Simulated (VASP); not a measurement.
Set up this calculation in VASP 6.6.1, as the native input.

| Quantity | Value |
| --- | --- |
| Task | single point |
| Functional | PBEsol |
| Potentials or basis | VASP PAW PBE potentials, release 64 (Sr_sv, Ti_sv, O) |
| Cutoff | 520 eV |
| k mesh | 6 × 6 × 6 |
| Occupations | gaussian, width 0.1 eV |
| Spin | no spin polarisation |
| Dipole correction | no |
| Further INCAR settings | ALGO = Normal; EDIFF = 1e-06; NBANDS = 28 |

The structure of SrTiO3 lies in POSCAR:

```
SrTiO3
1.0
    3.8879028610      0.0000000000      0.0000000000
    0.0000000000      3.8879028610      0.0000000000
    0.0000000000      0.0000000000      3.8879028610
Sr Ti O
1 1 3
Direct
    0.5000000000      0.5000000000      0.5000000000
    0.0000000000      0.0000000000      0.0000000000
    0.5000000000      0.0000000000      0.0000000000
    0.0000000000      0.5000000000      0.0000000000
    0.0000000000      0.0000000000      0.5000000000
```

The input as run:

INCAR

```
SYSTEM = SrTiO3
  ALGO = Normal
  EDIFF = 1E-6
  ENCUT = 520
  GGA = PS
  ISIF = 2
  ISMEAR = 0
  LASPH = .TRUE.
  LCHARG = .FALSE.
  LREAL = .FALSE.
  LWAVE = .FALSE.
  NBANDS = 28
  NELM = 80
  PREC = Accurate
  SIGMA = 0.1
```

KPOINTS

```
k-points
0
G
  6 6 6
  0 0 0
```

Potentials or basis: VASP PAW PBE potentials, release 64 (Sr_sv, Ti_sv, O).

Run with:

```sh
$ cat potpaw_PBE.64/Sr_sv/POTCAR potpaw_PBE.64/Ti_sv/POTCAR potpaw_PBE.64/O/POTCAR > POTCAR
$ mpirun -np 1 vasp_std > vasp.out
```

Results of the run:

```yaml
Pressure: 1.1 GPa
Band_gap_on_the_k_mesh: 1.82 eV (least direct gap 2.17 eV)
```

Caveat: the PAW data sets were made with another functional, which shifts forces and pressure a little.

Run time: 42 s on 1 thread of Intel(R) Xeon(R) Platinum 8488C (Sapphire Rapids), on a shared host, peak memory 0.18 GiB.
